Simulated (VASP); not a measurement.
# Mo (P6_3/mmc) in VASP: further runs

Mo is run at these levels: PBE; tasks: single point.

Program: VASP 6.6.1. These are calculated values, not measurements. Logs are shortened: lines on timing, memory, paths and dates and some standing lists are left out, and cuts for length are marked.

## Step 1: The cell of the first run

It takes space group P6_3/mmc (No. 194, hexagonal). Conventional cell: a = 2.650 Å, b = 2.650 Å, c = 4.132 Å, α = 90.00°, β = 90.00°, γ = 120.00°. Within 3.4 Å of Mo (site symmetry -6m2) lie 12 Mo at 2.57 to 2.65 Å.

This isn't the form of Mo at room conditions, which is bcc.

## Step 2: Single point, PBE (12.57 Å³/atom)

File INCAR:

```
PREC = Accurate ; ENCUT = 520
EDIFF = 1E-7 ; ISMEAR = -1
SIGMA = 0.08 ; LREAL = False
LASPH = True ; NELM = 100
ALGO = Normal ; ISIF = 2
LWAVE = False ; LCHARG = False
GGA = PE ; NBANDS = 21
```

File KPOINTS:

```
regular mesh
0
Gamma
  15 15 8
```

File POSCAR:

```
Mo
1.0
    2.6504011392      0.0000000000      0.0000000000
   -1.3252005696      2.2953147168      0.0000000000
    0.0000000000      0.0000000000      4.1319549018
Mo
2
Direct
    0.3333333333      0.6666666667      0.2500000000
    0.6666666667      0.3333333333      0.7500000000
```

Potentials or basis: VASP PAW PBE potentials, release 64 (Mo_sv).

On the command line:

```bash
cat potpaw_PBE.64/Mo_sv/POTCAR > POTCAR
mpirun -np 1 vasp_std > vasp.out
```

OUTCAR:

```text
PREC = Accurate
   ENCUT = 520
   EDIFF = 1E-7
   ISMEAR = -1
   LREAL = False
   LASPH = True
   NELM = 100
   ISIF = 2
   GGA = PE

 ion  position               nearest neighbor table
   1  0.333  0.667  0.250-   2 2.57   2 2.57   2 2.57   2 2.57   2 2.57   2 2.57
   2  0.667  0.333  0.750-   1 2.57   1 2.57   1 2.57   1 2.57   1 2.57   1 2.57

  LATTYP: Found a hexagonal cell.
 ALAT       =     2.6504011392
 C/A-ratio  =     1.5589922751

  Lattice vectors:

 A1 = (   2.6504011392,   0.0000000000,   0.0000000000)
 A2 = (  -1.3252005696,   2.2953147168,   0.0000000000)
 A3 = (   0.0000000000,   0.0000000000,   4.1319549018)

Analysis of symmetry for initial positions (statically):
=====================================================================
 Subroutine PRICEL returns:
 Original cell was already a primitive cell.

 Routine SETGRP: Setting up the symmetry group for a
 hexagonal supercell.

 Subroutine GETGRP returns: Found 24 space group operations
 (whereof 12 operations were pure point group operations)
 out of a pool of 24 trial point group operations.

The static configuration has the point symmetry D_3d.
 The point group associated with its full space group is D_6h.

Analysis of symmetry for dynamics (positions and initial velocities):
=====================================================================
 Subroutine PRICEL returns:
 Original cell was already a primitive cell.

 Routine SETGRP: Setting up the symmetry group for a
 hexagonal supercell.

 Subroutine GETGRP returns: Found 24 space group operations
 (whereof 12 operations were pure point group operations)
 out of a pool of 24 trial point group operations.

The dynamic configuration has the point symmetry D_3d.
 The point group associated with its full space group is D_6h.

 Subroutine INISYM returns: Found 24 space group operations
 (whereof 12 operations are pure point group operations),
 and found     1 'primitive' translations

----------------------------------------------------------------------------------------

                                     Primitive cell

  volume of cell :      25.1368

  direct lattice vectors                    reciprocal lattice vectors
     2.650401139  0.000000000  0.000000000     0.377301377  0.217835052  0.000000000
    -1.325200570  2.295314717  0.000000000     0.000000000  0.435670103  0.000000000
     0.000000000  0.000000000  4.131954902     0.000000000  0.000000000  0.242016194

  length of vectors
     2.650401139  2.650401139  4.131954902     0.435670103  0.435670103  0.242016194

  position of ions in fractional coordinates (direct lattice)
     0.333333333  0.666666667  0.250000000
     0.666666667  0.333333333  0.750000000

  ion indices of the primitive-cell ions
   primitive index   ion index
                 1           1
                 2           2

----------------------------------------------------------------------------------------

 KPOINTS: regular mesh

Automatic generation of k-mesh.
 Grid dimensions read from file:
 generate k-points for:   15   15    8

 Generating k-lattice:

  Cartesian coordinates                     Fractional coordinates (reciprocal lattice)
     0.025153425  0.014522337  0.000000000     0.066666667  0.000000000  0.000000000
     0.000000000  0.029044674  0.000000000     0.000000000  0.066666667  0.000000000
     0.000000000  0.000000000  0.030252024     0.000000000  0.000000000  0.125000000

  Length of vectors
     0.029044674  0.029044674  0.030252024

  Shift w.r.t. Gamma in fractional coordinates (k-lattice)
     0.000000000  0.000000000  0.000000000

 Subroutine IBZKPT returns following result:
 ===========================================

 Found    135 irreducible k-points:

 Following reciprocal coordinates:
            Coordinates               Weight
  0.000000  0.000000  0.000000      1.000000
  0.066667 -0.000000  0.000000      6.000000
  0.133333 -0.000000  0.000000      6.000000
  0.200000 -0.000000  0.000000      6.000000
  0.266667 -0.000000  0.000000      6.000000
  0.333333 -0.000000  0.000000      6.000000
[... 16 lines left out ...]
  0.333333  0.200000  0.000000     12.000000
  0.400000  0.200000  0.000000      6.000000
 [... further k-points ...]
   k-points           NKPTS =    135   k-points in BZ     NKDIM =    135   number of bands    NBANDS=     21
   number of dos      NEDOS =    301   number of ions     NIONS =      2
   total plane-waves  NPLWV =  12800
   dimension x,y,z NGX =    20 NGY =   20 NGZ =   32
   dimension x,y,z NGXF=    40 NGYF=   40 NGZF=   64
   ions per type =               2
   NGX,Y,Z   is equivalent  to a cutoff of  12.54, 12.54, 12.87 a.u.
   NGXF,Y,Z  is equivalent  to a cutoff of  25.09, 25.09, 25.75 a.u.
 SYSTEM =  unknown system
   PREC   = accura    normal or accurate (medium, high low for compatibility)
   ISTART =      0    job   : 0-new  1-cont  2-samecut
   ICHARG =      2    charge: 1-file 2-atom 10-const
   ISPIN  =      1    spin polarized calculation?
   LNONCOLLINEAR =      F non collinear calculations
   LSORBIT =      F    spin-orbit coupling
   LASPH  =      T    aspherical Exc in radial PAW
   ENCUT  =  520.0 eV  38.22 Ry    6.18 a.u.   4.93  4.93  7.68*2*pi/ulx,y,z
   NELM   =    100;   NELMIN=  2; NELMDL= -5     # of ELM steps
   EDIFF  = 0.1E-06   stopping-criterion for ELM
   LREAL  =      F    real-space projection
   EDIFFG = 0.1E-05   stopping-criterion for IOM
   NSW    =      0    number of steps for IOM
   IBRION =     -1    ionic relax: 0-MD 1-quasi-New 2-CG
   NFREE  =      0    steps in history (QN), initial steepest desc. (CG)
   ISIF   =      2    stress and relaxation
   ISYM   =      2    0-nonsym 1-usesym 2-fastsym
   POTIM  = 0.5000    time-step for ionic-motion
   TEBEG  =    0.0;   TEEND  =   0.0 temperature during run
   PSTRESS=    0.0 pullay stress
   NELECT =      28.0000    total number of electrons
   NUPDOWN=      -1.0000    fix difference up-down
   EMIN   =  10.00;   EMAX   =-10.00  energy-range for DOS
   EFERMI =   0.00;   METHOD = LEGACY
   ISMEAR =    -1;   SIGMA  =   0.08  broadening in eV -4-tet -1-fermi 0-gaus
   EFERMI_NEDOS =   21; number of points for ismear=-14 and -15
   IALGO  =     38    algorithm
   IMIX   =      4    mixing-type and parameters
     AMIX     =   0.40;   BMIX     =  1.00
     AMIX_MAG =   1.60;   BMIX_MAG =  1.00
  volume/ion in A,a.u.               =      12.57        84.82
  Fermi-wavevector in a.u.,A,eV,Ry     =   1.697036  3.206933 39.183839  2.879931
  Thomas-Fermi vector in A             =   2.777790
   LORBIT       =      0    0 simple, 1 ext, 2 COOP (PROOUT), +10 PAW based schemes
   GGA     = PE    functional components
   LHFCALC =     F    Hartree Fock is set to
   AEXX    =    0.0000 exact exchange contribution
   IVDW    =     0    specifies the selected vdW correction
   LEPSILON=     F    determine dielectric tensor
   LRPA    =     F    only Hartree local field effects (RPA)
 non-spin polarized calculation
  energy-cutoff  :      520.00
  volume of cell :       25.14
 maximum number of plane-waves:       699
 NGX is ok and might be reduce to    20
   NGX =  9   NGY =  9   NGZ = 15

 number of electron      27.9999998 magnetization

 Free energy of the ion-electron system (eV)
  ---------------------------------------------------
  ext. energy  EPLUGINS =         0.00000000
  ---------------------------------------------------
  free energy    TOTEN  =       -19.30572763 eV

  energy without entropy =      -19.26461252  energy(sigma->0) =      -19.28517008

 E-fermi :  15.9979     XC(G=0): -14.6354

 val. band max:       15.9869862228   @ k =   0.2667   0.2000   0.0000
 cond. band min:      15.9999772413   @ k =   0.2667   0.2000   0.2500
 fundamental gap:      0.0129910184
 Fermi energy:        15.9978639251

 k-point     1 :       0.0000    0.0000    0.0000
  band No.  band energies     occupation
      1     -44.8652      2.00000
      2     -44.1788      2.00000
      3     -20.2371      2.00000
      4     -17.9174      2.00000
      5     -17.9174      2.00000
      6     -17.4859      2.00000
[... 13 lines left out ...]
     20      20.4183      0.00000
     21      29.1901      0.00000

 k-point     2 :       0.0667   -0.0000    0.0000
  band No.  band energies     occupation
      1     -44.8452      2.00000
      2     -44.1712      2.00000
      3     -20.2000      2.00000
      4     -18.0040      2.00000
      5     -17.9468      2.00000
      6     -17.5736      2.00000
[... 13 lines left out ...]
     20      21.9020      0.00000
     21      29.6734      0.00000

 k-point     3 :       0.1333   -0.0000    0.0000
  band No.  band energies     occupation
      1     -44.7875      2.00000
      2     -44.1506      2.00000
      3     -20.0914      2.00000
      4     -18.2468      2.00000
      5     -18.0268      2.00000
      6     -17.8154      2.00000
[... 13 lines left out ...]
     20      23.9178      0.00000
     21      30.6154      0.00000

 k-point     4 :       0.2000   -0.0000    0.0000
  band No.  band energies     occupation
      1     -44.6993      2.00000
      2     -44.1226      2.00000
      3     -19.9197      2.00000
      4     -18.5994      2.00000
      5     -18.1568      2.00000
      6     -18.1383      2.00000
[... 13 lines left out ...]
     20      25.9644      0.00000
     21      30.5330      0.00000

 k-point     5 :       0.2667   -0.0000    0.0000
  band No.  band energies     occupation
      1     -44.5915      2.00000
      2     -44.0952      2.00000
      3     -19.6988      2.00000
      4     -18.9964      2.00000
      5     -18.5302      2.00000
      6     -18.2596      2.00000
[... 13 lines left out ...]
     20      27.9266      0.00000
     21      30.0590      0.00000
[... 382 lines left out ...]
     20      29.8908      0.00000
     21      30.5687      0.00000

 k-point    22 :       0.2667    0.2000    0.0000
  band No.  band energies     occupation
      1     -44.3536      2.00000
      2     -44.0730      2.00000
      3     -19.4086      2.00000
      4     -19.1602      2.00000
      5     -19.1472      2.00000
      6     -18.5596      2.00000
[... 13 lines left out ...]
     20      29.0102      0.00000
     21      29.8526      0.00000

 k-point    23 :       0.3333    0.2000    0.0000
  band No.  band energies     occupation
      1     -44.2738      2.00000
      2     -44.0861      2.00000
      3     -19.5822      2.00000
      4     -19.1515      2.00000
      5     -18.9264      2.00000
      6     -18.7542      2.00000
[... 13 lines left out ...]
     20      27.1691      0.00000
     21      28.4110      0.00000

 k-point    24 :       0.4000    0.2000    0.0000
  band No.  band energies     occupation
      1     -44.2382      2.00000
      2     -44.0979      2.00000
      3     -19.6427      2.00000
      4     -19.1204      2.00000
      5     -18.8526      2.00000
      6     -18.8177      2.00000
[... 13 lines left out ...]
     20      26.3271      0.00000
     21      27.8032      0.00000

 [... further k-points ...]
[... 5 lines left out ...]
  --------------------------------------------------------------------------------------
  -------------------------------------------------------------------------------------
  Total       14.6517598     14.6517598     14.6780885      0.0000000      0.0000000      0.0000000
  in kB      933.8797313    933.8797314    935.5578785      0.0000000      0.0000000      0.0000000
  external PRESSURE =     934.4391137 kB  Pullay stress =       0.0000000 kB

 VOLUME and BASIS-vectors are now :
 -----------------------------------------------------------------------------
  energy-cutoff  :      520.00
  volume of cell :       25.14
      direct lattice vectors                 reciprocal lattice vectors
     2.650401139  0.000000000  0.000000000     0.377301377  0.217835052  0.000000000
    -1.325200570  2.295314717  0.000000000     0.000000000  0.435670103  0.000000000
     0.000000000  0.000000000  4.131954902     0.000000000  0.000000000  0.242016194

 POSITION                                       TOTAL-FORCE (eV/Angst)
 -----------------------------------------------------------------------------------
     -0.00000      1.53021      1.03299        -0.000000      0.000000      0.000000
      1.32520      0.76510      3.09897         0.000000     -0.000000      0.000000
 -----------------------------------------------------------------------------------
    total drift:                               -0.000000      0.000000     -0.000000

  FREE ENERGIE OF THE ION-ELECTRON SYSTEM (eV)
  ---------------------------------------------------
  free  energy   TOTEN  =       -19.3057276313 eV

  energy  without entropy=      -19.2646125240  energy(sigma->0) =      -19.28517008
```

It took 62 s on 1 thread of Intel Xeon 8259CL, shared host; peak memory 0.18 GiB.

What came out:

| Item | Value |
| --- | --- |
| Free energy | -19.3057 eV |
| Pressure | 93.4 GPa |
| Band gap on the k mesh | zero (bands 14 and 15 overlap by 2.80 eV) |

Caveat: the cell stands under pressure.

## Step 3: Single point, PBE

This run uses another cell than the first one, of 14.18 Å³/atom.

File INCAR:

```
SYSTEM = Mo
PREC = Accurate
ENCUT = 520
EDIFF = 1E-6
ISMEAR = -1
SIGMA = 0.08
LREAL = .False.
LASPH = .True.
NELM = 100
ALGO = Normal
ISIF = 2
LWAVE = .False.
LCHARG = .False.
GGA = PE
NBANDS = 21
```

File KPOINTS:

```
Automatic mesh
0
Gamma
  15 15 8
  0 0 0
```

File POSCAR:

```
Mo
1.0
    2.6619985990      0.0000000000      0.0000000000
   -1.3309992995      2.3053584116      0.0000000000
    0.0000000000      0.0000000000      4.6211622415
Mo
2
Direct
    0.3333333333      0.6666666667      0.2500000000
    0.6666666667      0.3333333333      0.7500000000
```

Potentials or basis: VASP PAW PBE potentials, release 64 (Mo_sv).

On the command line:

```bash
cat potpaw_PBE.64/Mo_sv/POTCAR > POTCAR
mpirun -np 1 vasp_std > vasp.out
```

Run time: 70 s. Hardware: 1 thread of Intel Xeon 8259CL, shared host; peak memory 0.19 GiB.

The run converged. Its results:

- Free energy: -20.5902 eV
- Pressure: 39.6 GPa
- Band gap on the k mesh: zero (bands 14 and 15 overlap by 2.26 eV)

Stress tensor (GPa, compression positive):
```
39.66  0.00  0.00
 0.00 39.66  0.00
 0.00  0.00 39.47
```

Levels at points of the mesh, in eV from the Fermi level:
```tsv
k point	band 10	band 11	band 12	band 13	band 14	band 15	band 16	band 17	band 18	band 19
(0.00, 0.00, 0.00)	-5.27	-1.80	-0.85	-0.85	-0.19	-0.19	1.29	1.47	1.47	3.95
(0.00, 0.00, 0.50)	-5.31	-1.94	-1.94	-0.84	-0.84	-0.84	-0.84	3.18	3.18	3.18
```

Caveat: the cell stands under pressure.

## Step 4: Single point, PBE

This run uses another cell than the first one, of 16.11 Å³/atom.

File INCAR:

```
ALGO     = Normal         # electronic algorithm
EDIFF    = 1E-7           # SCF threshold, eV
ENCUT    = 520            # plane-wave cutoff, eV
GGA      = PE             # functional
ISIF     = 2              # what is computed and relaxed
ISMEAR   = -1             # smearing method
LASPH    = True           # aspherical terms in the spheres
LCHARG   = False          # write CHGCAR
LREAL    = False          # projectors in reciprocal space
LWAVE    = False          # write WAVECAR
NBANDS   = 21             # bands
NELM     = 80             # most SCF steps
PREC     = Accurate       # precision mode
SIGMA    = 0.08           # smearing width, eV
```

File KPOINTS:

```
k-points
0
Gamma
  15 15 8
```

File POSCAR:

```
Mo
1.0
    2.7580637392      0.0000000000      0.0000000000
   -1.3790318696      2.3885532634      0.0000000000
    0.0000000000      0.0000000000      4.8918777128
Mo
2
Direct
    0.3333333333      0.6666666667      0.2500000000
    0.6666666667      0.3333333333      0.7500000000
```

On the command line:

```bash
cat potpaw_PBE.64/Mo_sv/POTCAR > POTCAR
mpirun -np 1 vasp_std > vasp.out
```

Run time: 1.8 min. Hardware: 1 thread of Intel Xeon 8259CL, shared host; peak memory 0.2 GiB.

It converged, with:

```yaml
Free_energy: -21.0273 eV
Pressure: 0.5 GPa
Band_gap_on_the_k_mesh: zero (bands 14 and 15 overlap by 1.85 eV)
```

Stress tensor (GPa, compression positive):
```
0.50 0.00 0.00
0.00 0.50 0.00
0.00 0.00 0.37
```

Levels at points of the mesh, in eV from the Fermi level:
```
           k point  band 11  band 12  band 13  band 14  band 15  band 16  band 17  band 18
(0.00, 0.00, 0.00)    -1.68    -0.63    -0.63    -0.13    -0.13     0.62     1.45     1.45
(0.00, 0.00, 0.50)    -1.86    -1.86    -0.60    -0.60    -0.60    -0.60     2.71     2.71
```

## Step 5: Overview

| cell | gap on the mesh (eV) | pressure (GPa) |
| --- | --- | --- |
| a = 2.650, b = 2.650, c = 4.132 Å, angles 90.0, 90.0, 120.0°, 2 atoms | none | 93.4 |
| a = 2.662, b = 2.662, c = 4.621 Å, angles 90.0, 90.0, 120.0°, 2 atoms | none | 39.6 |
| a = 2.758, b = 2.758, c = 4.892 Å, angles 90.0, 90.0, 120.0°, 2 atoms | none | 0.5 |

Alike in all rows: task single point; level PBE; potentials or basis VASP PAW PBE potentials, release 64 (Mo_sv); no spin polarisation; k mesh 15 × 15 × 8; cutoff (eV) 520; smearing fermi-dirac 0.08 eV.

Caveats: the cell stands under pressure (at least some runs).

Total energies depend on the potentials used, so only differences within one code and one set of settings carry meaning.
